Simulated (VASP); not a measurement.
# Zn2CdTe3 (P4mm) in VASP: relaxation of cell and atoms with PBE

Aim: the relaxation of cell and atoms of Zn2CdTe3 with PBE.

Program: VASP 6.6.1. These are calculated values, not measurements. Logs are shortened: lines on timing, memory, paths and dates and some standing lists are left out, and cuts for length are marked.

## (1) The cell of the first run

Symmetry: P4mm, No. 99, tetragonal system. Conventional cell: a = 5.420 Å, b = 5.420 Å, c = 7.469 Å, α = 90.00°, β = 90.00°, γ = 90.00°. Within 3.4 Å of Zn (site symmetry 2mm) lie 3 Te at 2.59 to 2.87 Å. Within 3.8 Å of Cd (site symmetry 4mm) lie 5 Te at 2.90 Å. Within 3.8 Å of Te (site symmetry 4mm) lie 4 Zn at 2.87 Å and 1 Cd at 2.90 Å. Within 3.4 Å of Te (site symmetry 2mm) lie 1 Zn at 2.59 Å and 2 Cd at 2.90 Å.

The cell was generated, and may not be a known phase.

## (2) Relaxation of cell and atoms, PBE

Contents of INCAR:

```
SYSTEM = Zn2CdTe3
  PREC = Accurate
  ENCUT = 600
  EDIFF = 1E-7
  ISMEAR = 0
  SIGMA = 0.1
  LREAL = .FALSE.
  LASPH = .TRUE.
  NELM = 100
  ALGO = Normal
  ISIF = 3
  LWAVE = .FALSE.
  LCHARG = .FALSE.
  GGA = PE
  IBRION = 2
  NSW = 100
  EDIFFG = -0.01
```

Contents of KPOINTS:

```
regular mesh
0
G
  8 8 6
  0 0 0
```

Contents of POSCAR:

```
Zn2CdTe3
1.0
    5.4200122637      0.0000000000      0.0000000000
    0.0000000000      5.4200122637      0.0000000000
    0.0000000000      0.0000000000      7.4685274571
Zn Cd Te
2 1 3
Direct
    0.5000000000      0.0000000000      0.1466970583
    0.0000000000      0.5000000000      0.1466970583
    0.0000000000      0.0000000000      0.6622426268
    0.0000000000      0.0000000000      0.2734347340
    0.5000000000      0.0000000000      0.7994872063
    0.0000000000      0.5000000000      0.7994872063
```

Potentials or basis: VASP PAW PBE potentials, release 64 (Zn, Cd, Te).

The run is started by

```
$ cat potpaw_PBE.64/Zn/POTCAR potpaw_PBE.64/Cd/POTCAR potpaw_PBE.64/Te/POTCAR > POTCAR
$ mpirun -np 1 vasp_std > vasp.out
```

OUTCAR:

```text
SYSTEM = Zn2CdTe3
   PREC = Accurate
   ENCUT = 600
   EDIFF = 1E-7
   ISMEAR = 0
   LREAL = .FALSE.
   LASPH = .TRUE.
   NELM = 100
   ISIF = 3
   GGA = PE
   IBRION = 2
   NSW = 100
   EDIFFG = -0.01

 ion  position               nearest neighbor table
   1  0.500  0.000  0.147-   5 2.59   4 2.87   4 2.87
   2  0.000  0.500  0.147-   6 2.59   4 2.87   4 2.87
   3  0.000  0.000  0.662-   5 2.90   6 2.90   6 2.90   5 2.90   4 2.90
   4  0.000  0.000  0.273-   1 2.87   2 2.87   2 2.87   1 2.87   3 2.90
   5  0.500  0.000  0.799-   1 2.59   3 2.90   3 2.90
   6  0.000  0.500  0.799-   2 2.59   3 2.90   3 2.90

  LATTYP: Found a simple tetragonal cell.
 ALAT       =     5.4200122637
 C/A-ratio  =     1.3779539775

  Lattice vectors:

 A1 = (   5.4200122637,   0.0000000000,   0.0000000000)
 A2 = (   0.0000000000,   5.4200122637,   0.0000000000)
 A3 = (   0.0000000000,   0.0000000000,   7.4685274571)

Analysis of symmetry for initial positions (statically):
=====================================================================
 Subroutine PRICEL returns:
 Original cell was already a primitive cell.

 Routine SETGRP: Setting up the symmetry group for a
 simple tetragonal supercell.

 Subroutine GETGRP returns: Found  8 space group operations
 (whereof  8 operations were pure point group operations)
 out of a pool of 16 trial point group operations.

The static configuration has the point symmetry C_4v.

Analysis of symmetry for dynamics (positions and initial velocities):
=====================================================================
 Subroutine PRICEL returns:
 Original cell was already a primitive cell.

 Routine SETGRP: Setting up the symmetry group for a
 simple tetragonal supercell.

 Subroutine GETGRP returns: Found  8 space group operations
 (whereof  8 operations were pure point group operations)
 out of a pool of 16 trial point group operations.

The dynamic configuration has the point symmetry C_4v.

 Subroutine INISYM returns: Found  8 space group operations
 (whereof  8 operations are pure point group operations),
 and found     1 'primitive' translations

----------------------------------------------------------------------------------------

                                     Primitive cell

  volume of cell :     219.3994

[... 112 lines left out ...]
   EFERMI_NEDOS =   21; number of points for ismear=-14 and -15
   IALGO  =     38    algorithm
   IMIX   =      4    mixing-type and parameters
     AMIX     =   0.40;   BMIX     =  1.00
     AMIX_MAG =   1.60;   BMIX_MAG =  1.00
  volume/ion in A,a.u.               =      36.57       246.76
  Fermi-wavevector in a.u.,A,eV,Ry     =   1.025953  1.938771 14.321222  1.052580
  Thomas-Fermi vector in A             =   2.159821
   LORBIT       =      0    0 simple, 1 ext, 2 COOP (PROOUT), +10 PAW based schemes
   GGA     = PE    functional components
   LHFCALC =     F    Hartree Fock is set to
   AEXX    =    0.0000 exact exchange contribution
   IVDW    =     0    specifies the selected vdW correction
   LEPSILON=     F    determine dielectric tensor
   LRPA    =     F    only Hartree local field effects (RPA)
 conjugate gradient relaxation of ions
 non-spin polarized calculation
 Gauss-broadening in eV      SIGMA  =   0.10
  energy-cutoff  :      600.00
  volume of cell :      219.40
 maximum number of plane-waves:      7360
 NGX is ok and might be reduce to    48
   NGX = 21   NGY = 21   NGZ = 29

--------------------------------------- Ionic step        1  -------------------------------------------

 number of electron      53.9999972 magnetization

 Free energy of the ion-electron system (eV)
  ---------------------------------------------------
  ext. energy  EPLUGINS =         0.00000000
  ---------------------------------------------------
  free energy    TOTEN  =       -12.04489417 eV

  energy without entropy =      -12.02796929  energy(sigma->0) =      -12.03643173

------------------------ aborting loop because EDIFF is reached ----------------------------------------

  FORCE on cell =-STRESS in cart. coord.  units (eV):
  Direction    XX          YY          ZZ          XY          YZ          ZX
  --------------------------------------------------------------------------------------
  -------------------------------------------------------------------------------------
  Total        0.1900846      0.1900846      0.0623561      0.0000000      0.0000000      0.0000000
  in kB        1.3881037      1.3881037      0.4553592      0.0000000      0.0000000      0.0000000
  external PRESSURE =       1.0771889 kB  Pullay stress =       0.0000000 kB
[... 101 lines left out ...]
  FREE ENERGIE OF THE ION-ELECTRON SYSTEM (eV)
  ---------------------------------------------------
  free  energy   TOTEN  =       -12.0457688448 eV

  energy  without entropy=      -12.0287482420  energy(sigma->0) =      -12.03725854

[... ionic steps 4 to 7 ...]

--------------------------------------- Ionic step        8  -------------------------------------------

 number of electron      53.9999977 magnetization

------------------------ aborting loop because EDIFF is reached ----------------------------------------
[... 75 lines left out ...]
--------------------------------------- Ionic step       10  -------------------------------------------

 number of electron      53.9999976 magnetization

 Free energy of the ion-electron system (eV)
  ---------------------------------------------------
  ext. energy  EPLUGINS =         0.00000000
  ---------------------------------------------------
  free energy    TOTEN  =       -12.04706715 eV

  energy without entropy =      -12.03000036  energy(sigma->0) =      -12.03853376

 E-fermi :   2.2169     XC(G=0):  -7.9501

 val. band max:        2.2109011569   @ k =   0.2500   0.0000   0.5000
 cond. band min:       2.2208479869   @ k =   0.1250   0.0000   0.1667
 fundamental gap:      0.0099468300
 Fermi energy:         2.2169491261

 k-point     1 :       0.0000    0.0000    0.0000
  band No.  band energies     occupation
      1      -9.6598      2.00000
      2      -9.1244      2.00000
      3      -8.4054      2.00000
      4      -6.5855      2.00000
      5      -6.5855      2.00000
      6      -6.4839      2.00000
[... 829 lines left out ...]
     31       4.8443      0.00000
     32       6.0936      0.00000

 [... further k-points ...]
[... 5 lines left out ...]
  --------------------------------------------------------------------------------------
  -------------------------------------------------------------------------------------
  Total       -0.0020215     -0.0020215     -0.0149443      0.0000000      0.0000000      0.0000000
  in kB       -0.0147551     -0.0147551     -0.1090794      0.0000000      0.0000000      0.0000000
  external PRESSURE =      -0.0461966 kB  Pullay stress =       0.0000000 kB
[... 21 lines left out ...]
  FREE ENERGIE OF THE ION-ELECTRON SYSTEM (eV)
  ---------------------------------------------------
  free  energy   TOTEN  =       -12.0470671529 eV

  energy  without entropy=      -12.0300003635  energy(sigma->0) =      -12.03853376

 reached required accuracy - stopping structural energy minimisation
```

CONTCAR:

```text
Zn2CdTe3
   1.00000000000000
     5.4411128910094977    0.0000000000000000    0.0000000000000000
     0.0000000000000000    5.4411128910094977    0.0000000000000000
     0.0000000000000000    0.0000000000000000    7.4142494948517852
  Zn              Cd              Te
     2     1     3
Direct
     0.5000000000000000    0.0000000000000000    0.1489467481146771
     1.0000000000000000    0.5000000000000000    0.1489467481146771
     0.0000000000000000    0.0000000000000000    0.6622028584716524
     0.0000000000000000    0.0000000000000000    0.2725794464545830
     0.5000000000000000    0.0000000000000000    0.7976850444222046
     0.0000000000000000    0.5000000000000000    0.7976850444222046

  0.00000000E+00  0.00000000E+00  0.00000000E+00
  0.00000000E+00  0.00000000E+00  0.00000000E+00
  0.00000000E+00  0.00000000E+00  0.00000000E+00
  0.00000000E+00  0.00000000E+00  0.00000000E+00
  0.00000000E+00  0.00000000E+00  0.00000000E+00
  0.00000000E+00  0.00000000E+00  0.00000000E+00
```

It took 34 min on 1 thread of Intel Xeon Platinum 8375C at 2.90GHz (Ice Lake), shared host; peak memory 0.76 GiB.

Results:

| Item | Value |
| --- | --- |
| Free energy | -12.0471 eV |
| Relaxed volume | 36.58 Å³/atom |
| Relaxed cell | a = 5.441 Å, b = 5.441 Å, c = 7.414 Å, α = 90.00°, β = 90.00°, γ = 90.00° |
| Space group after relaxing (to 0.1 Å) | P4mm (No. 99) |
| Energy gained by relaxing | 0.4 meV/atom |
| Ionic steps | 10 |
| Pressure after relaxing | 0.0 GPa |
| Largest force after relaxing | 0.008 eV/Å |
| Band gap on the k mesh | zero (bands 27 and 28 overlap by 1.14 eV) |

Forces in eV/Å, atoms in the order of the input:
```
Zn   0.000  0.000 -0.003
Zn   0.000  0.000 -0.003
Cd   0.000  0.000  0.008
Te   0.000  0.000  0.004
Te   0.000  0.000 -0.003
Te   0.000  0.000 -0.003
```

The path:
| step | energy change (eV) | largest force (eV/Å) | pressure (GPa) | volume (Å³) |
| --- | --- | --- | --- | --- |
| 1 | 0.0000 | 0.0601 | 0.11 | 219.40 |
| 2 | -0.0008 | 0.0327 | -0.02 | 220.18 |
| 3 | -0.0009 | 0.0210 | -0.07 | 220.52 |
| 4 | -0.0013 | 0.0195 | -0.05 | 220.29 |
| 5 | -0.0018 | 0.0435 | -0.01 | 219.71 |
| 6 | -0.0021 | 0.0229 | 0.01 | 219.41 |
| 7 | -0.0021 | 0.0139 | 0.02 | 219.27 |
| 8 | -0.0021 | 0.0164 | 0.02 | 219.31 |
| 9 | -0.0022 | 0.0106 | 0.00 | 219.45 |
| 10 | -0.0022 | 0.0084 | 0.00 | 219.50 |

Final structure:
```
Zn Cd Te
1.0
     5.44111    0.00000    0.00000
     0.00000    5.44111    0.00000
     0.00000    0.00000    7.41425
Zn Cd Te
2 1 3
Direct
  0.50000 0.00000 0.14895
  0.00000 0.50000 0.14895
  0.00000 0.00000 0.66220
  0.00000 0.00000 0.27258
  0.50000 0.00000 0.79769
  0.00000 0.50000 0.79769
```

Caveat: spin-orbit coupling is left out, which moves the levels of the heavy elements.
